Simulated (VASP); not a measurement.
# BaTiO3 (P4mm) in VASP: further runs, part 2 of 2

VASP 6.6.1.

### 5 Single point, PBE

This run uses another cell than the first one, of 12.86 Å³/atom.

Contents of INCAR:

```
SYSTEM = BaTiO3
ALGO     = Normal         ! electronic algorithm
EDIFF    = 1E-6           ! SCF threshold, eV
ENCUT    = 520            ! plane-wave cutoff, eV
GGA      = PE             ! functional
ISIF     = 2              ! what is computed and relaxed
ISMEAR   = 0              ! smearing method
LASPH    = .True.         ! aspherical terms in the spheres
LCHARG   = .True.         ! write CHGCAR
LELF     = .True.         ! ELF
LREAL    = .False.        ! projectors in reciprocal space
LVHAR    = .True.       
LWAVE    = .False.        ! write WAVECAR
NBANDS   = 28             ! bands
NELM     = 100            ! most SCF steps
PREC     = Accurate       ! precision mode
SIGMA    = 0.02           ! smearing width, eV
```

Contents of KPOINTS:

```
k-points
0
Gamma
  8 8 8
  0 0 0
```

Contents of POSCAR:

```
BaTiO3
1.0
    3.9998000000      0.0000000000      0.0000000000
    0.0000000000      3.9998000000      0.0000000000
    0.0000000000      0.0000000000      4.0180000000
Ba Ti O
1 1 3
Direct
    0.0000000000      0.0000000000      0.0000364188
    0.5000000000      0.5000000000      0.4856889320
    0.5000000000      0.5000000000      0.0252947879
    0.5000000000      0.0000000000      0.5159899306
    0.0000000000      0.5000000000      0.5159899306
```

Potentials or basis: VASP PAW PBE potentials, release 64 (Ba_sv, Ti_sv, O).

Run with:

```
$ cat potpaw_PBE.64/Ba_sv/POTCAR potpaw_PBE.64/Ti_sv/POTCAR potpaw_PBE.64/O/POTCAR > POTCAR
$ mpirun -np 1 vasp_std > vasp.out
```

It took 2.5 min on 1 thread of Intel Xeon Platinum 8488C (Sapphire Rapids), shared host; peak memory 0.26 GiB.

Results (log left out):

```
Free energy            : -39.9866 eV
Pressure               : 5.0 GPa
Largest force          : 0.058 eV/Å
Band gap on the k mesh : 1.79 eV (least direct gap 2.14 eV)
```

Forces in eV/Å, atoms in the order of the input:
```
Ba   0.000  0.000  0.028
Ti   0.000  0.000  0.054
O    0.000  0.000 -0.058
O    0.000  0.000 -0.012
O    0.000  0.000 -0.012
```

Stress tensor (GPa, compression positive):
```
4.12 0.00 0.00
0.00 4.12 0.00
0.00 0.00 6.64
```

Levels at points of the mesh, in eV from the valence-band top:
| k point | band 16 | band 17 | band 18 | band 19 | band 20 | band 21 | band 22 | band 23 | band 24 | band 25 |
| --- | --- | --- | --- | --- | --- | --- | --- | --- | --- | --- |
| (0.00, 0.00, 0.00) | -1.35 | -1.15 | -0.41 | -0.35 | -0.35 | 1.79 | 2.11 | 2.11 | 4.00 | 4.19 |
| (0.50, 0.00, 0.00) | -1.95 | -1.83 | -1.68 | -1.06 | -0.93 | 2.23 | 3.50 | 3.56 | 4.12 | 5.85 |
| (0.50, 0.50, 0.00) | -2.76 | -1.81 | -1.06 | -1.06 | -0.09 | 3.58 | 3.58 | 3.94 | 4.70 | 7.62 |
| (0.00, 0.00, 0.50) | -2.06 | -1.97 | -1.95 | -0.71 | -0.71 | 1.95 | 3.61 | 3.61 | 4.00 | 6.07 |
| (0.50, 0.00, 0.50) | -2.68 | -1.74 | -0.92 | -0.89 | -0.22 | 3.53 | 3.62 | 3.94 | 4.84 | 7.61 |
| (0.50, 0.50, 0.50) | -2.51 | -2.42 | -0.14 | -0.14 | 0.00 | 4.17 | 4.19 | 4.19 | 6.45 | 6.68 |

Caveat: the cell stands under pressure; spin-orbit coupling is left out, which moves the levels of the heavy elements. A k mesh can miss the band edges.

### 6 Relaxation of shape and atoms at fixed volume, PBE (11.75 Å³/atom)

This run uses another cell than the first one, of 11.75 Å³/atom.

Contents of INCAR:

```
PREC = Accurate
ENCUT = 600
EDIFF = 1E-7
ISMEAR = 0
SIGMA = 0.02
LREAL = False
LASPH = True
NELM = 60
ALGO = Normal
ISIF = 4
LWAVE = False
LCHARG = False
GGA = PE
IBRION = 2
NSW = 50
EDIFFG = -0.01
```

Contents of KPOINTS:

```
regular mesh
0
Gamma
  8 8 8
```

Contents of POSCAR:

```
BaTiO3
1.0
    3.8825276156      0.0000000000      0.0000000000
    0.0000000000      3.8825276156      0.0000000000
    0.0000000000      0.0000000000      3.8962321974
Ba Ti O
1 1 3
Direct
    0.0000000000      0.0000000000      0.0052371796
    0.5000000000      0.5000000000      0.4974651546
    0.5000000000      0.5000000000      0.0150703110
    0.5000000000      0.0000000000      0.5126136774
    0.0000000000      0.5000000000      0.5126136774
```

Potentials or basis: VASP PAW PBE potentials, release 64 (Ba_sv, Ti_sv, O).

Run with:

```
$ cat potpaw_PBE.64/Ba_sv/POTCAR potpaw_PBE.64/Ti_sv/POTCAR potpaw_PBE.64/O/POTCAR > POTCAR
$ mpirun -np 1 vasp_std > vasp.out
```

Run time: 3.5 min. Hardware: 1 thread of Intel Xeon 6975P-C (Granite Rapids), shared host; peak memory 0.27 GiB.

The run converged. Its results:

```yaml
Free_energy: -39.5409 eV
Energy_gained_by_relaxing: 0.9 meV/atom
Ionic_steps: 8
Pressure_after_relaxing: 22.7 GPa
Largest_force_after_relaxing: 0.006 eV/Å
Band_gap_on_the_k_mesh: 1.92 eV (least direct gap 1.97 eV)
```

Forces in eV/Å, atoms in the order of the input:
```
Ba   0.000  0.000  0.001
Ti   0.000  0.000  0.002
O    0.000  0.000  0.006
O    0.000  0.000 -0.005
O    0.000  0.000 -0.005
```

Stress tensor (GPa, compression positive):
```
22.77  0.00  0.00
 0.00 22.77  0.00
 0.00  0.00 22.69
```

Step by step:
```csv
step,energy change (eV),largest force (eV/Å),pressure (GPa),volume (Å³)
1,0.0000,0.1680,23.11,58.73
2,-0.0016,0.0884,22.94,58.73
3,-0.0021,0.0763,22.84,58.73
4,-0.0032,0.0541,22.80,58.73
5,-0.0037,0.0343,22.76,58.73
6,-0.0043,0.0259,22.75,58.73
7,-0.0043,0.0275,22.74,58.73
8,-0.0043,0.0061,22.74,58.73
```

Final structure:
```yaml
crystal:
  lattice:
    - [3.88670, 0.00000, 0.00000]
    - [0.00000, 3.88670, 0.00000]
    - [0.00000, 0.00000, 3.88788]
  atoms:
    - { symbol: Ba, position: [0.00000, 0.00000, 0.00853] }
    - { symbol: Ti, position: [0.50000, 0.50000, 0.50831] }
    - { symbol: O, position: [0.50000, 0.50000, 0.00862] }
    - { symbol: O, position: [0.50000, 0.00000, 0.50877] }
    - { symbol: O, position: [0.00000, 0.50000, 0.50877] }
```

Levels at points of the mesh, in eV from the valence-band top:
```csv
k point,band 16,band 17,band 18,band 19,band 20,band 21,band 22,band 23,band 24
"(0.00, 0.00, 0.00)",-1.24,-1.24,-0.05,-0.05,-0.05,1.92,1.92,1.92,4.52
"(0.50, 0.00, 0.00)",-2.05,-1.93,-1.93,-0.70,-0.70,2.12,3.95,3.95,4.55
"(0.50, 0.50, 0.00)",-3.02,-1.67,-0.80,-0.80,-0.10,3.96,3.96,4.40,5.52
"(0.00, 0.00, 0.50)",-2.05,-1.92,-1.92,-0.70,-0.70,2.12,3.94,3.94,4.55
"(0.50, 0.00, 0.50)",-3.02,-1.66,-0.81,-0.80,-0.11,3.95,3.96,4.40,5.53
"(0.50, 0.50, 0.50)",-2.34,-2.34,0.00,0.00,0.00,4.73,4.73,4.73,7.14
```

Caveat: spin-orbit coupling is left out, which moves the levels of the heavy elements. A k mesh can miss the band edges.

### 7 Single point, PBE (11.75 Å³/atom)

This run uses another cell than the first one, of 11.75 Å³/atom.

Contents of INCAR:

```
SYSTEM = BaTiO3
PREC = Accurate ; ENCUT = 910
EDIFF = 1E-6 ; ISMEAR = 0
SIGMA = 0.02 ; LREAL = .False.
LASPH = .True. ; NELM = 120
ALGO = Normal ; ISIF = 2
LWAVE = .False. ; LCHARG = .True.
GGA = PE ; LELF = .True.
LVHAR = .True. ; NBANDS = 28
GGA_COMPAT = .False.
```

Contents of KPOINTS:

```
regular mesh
0
Gamma
  8 8 8
  0 0 0
```

Contents of POSCAR:

```
BaTiO3
1.0
    3.8872136217      0.0000000000      0.0000000000
    0.0000000000      3.8872136217      0.0000000000
    0.0000000000      0.0000000000      3.8868439700
Ba Ti O
1 1 3
Direct
    0.0000000000      0.0000000000      0.0084701992
    0.5000000000      0.5000000000      0.5081408827
    0.5000000000      0.5000000000      0.0088020089
    0.5000000000      0.0000000000      0.5087934546
    0.0000000000      0.5000000000      0.5087934546
```

Potentials or basis: VASP PAW PBE potentials, release 64 (Ba_sv, Ti_sv, O_h).

Run with:

```
$ cat potpaw_PBE.64/Ba_sv/POTCAR potpaw_PBE.64/Ti_sv/POTCAR potpaw_PBE.64/O_h/POTCAR > POTCAR
$ mpirun -np 1 vasp_std > vasp.out
```

Wall time 4.4 min (1 thread of Intel Xeon Platinum 8259CL at 2.50GHz (Skylake/Cascade Lake), shared host); peak memory 0.45 GiB.

The run converged. Its results:

| Quantity | Value |
| --- | --- |
| Free energy | -39.5606 eV |
| Pressure | 22.6 GPa |
| Band gap on the k mesh | 1.92 eV (least direct gap 1.97 eV) |

Forces on the atoms (eV/Å):
```
Ba   0.000  0.000  0.001
Ti   0.000  0.000  0.003
O    0.000  0.000 -0.001
O    0.000  0.000 -0.001
O    0.000  0.000 -0.001
```

Levels at points of the mesh, in eV from the valence-band top:
| k point | band 16 | band 17 | band 18 | band 19 | band 20 | band 21 | band 22 | band 23 | band 24 | band 25 |
| --- | --- | --- | --- | --- | --- | --- | --- | --- | --- | --- |
| (0.00, 0.00, 0.00) | -1.24 | -1.24 | -0.05 | -0.05 | -0.05 | 1.92 | 1.92 | 1.92 | 4.52 | 4.52 |
| (0.50, 0.00, 0.00) | -2.05 | -1.92 | -1.92 | -0.69 | -0.69 | 2.12 | 3.95 | 3.95 | 4.55 | 6.82 |
| (0.50, 0.50, 0.00) | -3.02 | -1.66 | -0.80 | -0.80 | -0.10 | 3.96 | 3.96 | 4.41 | 5.53 | 8.36 |
| (0.00, 0.00, 0.50) | -2.05 | -1.93 | -1.93 | -0.69 | -0.69 | 2.12 | 3.95 | 3.95 | 4.55 | 6.82 |
| (0.50, 0.00, 0.50) | -3.02 | -1.66 | -0.80 | -0.80 | -0.10 | 3.96 | 3.96 | 4.41 | 5.53 | 8.36 |
| (0.50, 0.50, 0.50) | -2.33 | -2.33 | 0.00 | 0.00 | 0.00 | 4.73 | 4.74 | 4.74 | 7.14 | 7.14 |

Caveat: the cutoff is under 1.25 times the usual one of these potentials, so pressure, stress and relaxed cells hold a basis-set (Pulay) error; the cell stands under pressure; spin-orbit coupling is left out, which moves the levels of the heavy elements.

### 8 Summary

```tsv
task	potentials or basis	cell	cutoff (eV)	gap on the mesh (eV)	pressure (GPa)	largest force (eV/Å)
single point	VASP PAW PBE potentials, release 64 (Ba_sv, Ti_sv, O_h)	a = 3.926, b = 3.926, c = 3.940 Å, 5 atoms, atomic positions A	910	1.87	14.8	0.02
single point	VASP PAW PBE potentials, release 64 (Ba_sv, Ti_sv, O)	a = 3.954, b = 3.954, c = 4.013 Å, 5 atoms, atomic positions B	520	1.83	9.3	0.05
single point	VASP PAW PBE potentials, release 64 (Ba_sv, Ti_sv, O_h)	a = 3.954, b = 3.954, c = 4.013 Å, 5 atoms, atomic positions B	910	1.83	9.0	0.03
single point	VASP PAW PBE potentials, release 64 (Ba_sv, Ti_sv, O)	a = 4.000, b = 4.000, c = 4.018 Å, 5 atoms, atomic positions B	520	1.79	5.0	0.06
relaxation of shape and atoms at fixed volume	VASP PAW PBE potentials, release 64 (Ba_sv, Ti_sv, O)	relaxed from a = 3.883, b = 3.883, c = 3.896 Å, 5 atoms, atomic positions A	600	1.92	22.7	0.01
single point	VASP PAW PBE potentials, release 64 (Ba_sv, Ti_sv, O_h)	a = 3.887 Å, 5 atoms, atomic positions C	910	1.92	22.6	-
```

Alike in all rows: level PBE; no spin polarisation; k mesh 8 × 8 × 8; smearing gaussian 0.02 eV.

Caveats: spin-orbit coupling is left out, which moves the levels of the heavy elements; the cell stands under pressure (at least some runs); the cutoff is under 1.25 times the usual one of these potentials, so pressure, stress and relaxed cells hold a basis-set (Pulay) error (at least some runs).

Absolute energies hang on the potentials; compare differences alone.
